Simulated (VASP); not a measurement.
A run of VASP 6.6.1:

INCAR

```
PREC = Accurate
ENCUT = 600
EDIFF = 1E-7
ISMEAR = 0
SIGMA = 0.1
LREAL = F
LASPH = T
NELM = 60
ALGO = Normal
ISIF = 3
LWAVE = F
LCHARG = F
GGA = PE
IBRION = 2
NSW = 90
EDIFFG = -0.04
```

Contents of KPOINTS:

```
Automatic mesh
0
Gamma
  6 6 4
```

Contents of POSCAR:

```
MgCdO
1.0
    3.1668507700      0.0000000000      0.0000000000
    0.0000000000      3.1668507700      0.0000000000
    0.0000000000      0.0000000000      4.4484737900
Mg Cd O
1 1 1
Direct
    0.5000000000      0.5000000000      0.5000000000
    0.0000000000      0.0000000000      0.0000000000
    0.5000000000      0.5000000000      0.0000000000
```

Potentials or basis: VASP PAW PBE potentials, release 64 (Mg, Cd, O).

The run is started by

```console
$ cat potpaw_PBE.64/Mg/POTCAR potpaw_PBE.64/Cd/POTCAR potpaw_PBE.64/O/POTCAR > POTCAR
$ mpirun -np 1 vasp_std > vasp.out
```

Hardware: 1 thread of Intel(R) Xeon(R) Platinum 8259CL CPU @ 2.50GHz (Skylake/Cascade Lake), with other jobs on the host.

Problem. Estimate the wall time of this run.

Solution. It took 2.6 min on 1 thread of Intel(R) Xeon(R) Platinum 8259CL CPU @ 2.50GHz (Skylake/Cascade Lake), with other jobs on the host, peak memory 0.19 GiB. Counts: scf iterations 98, k points 30, ion steps 10.
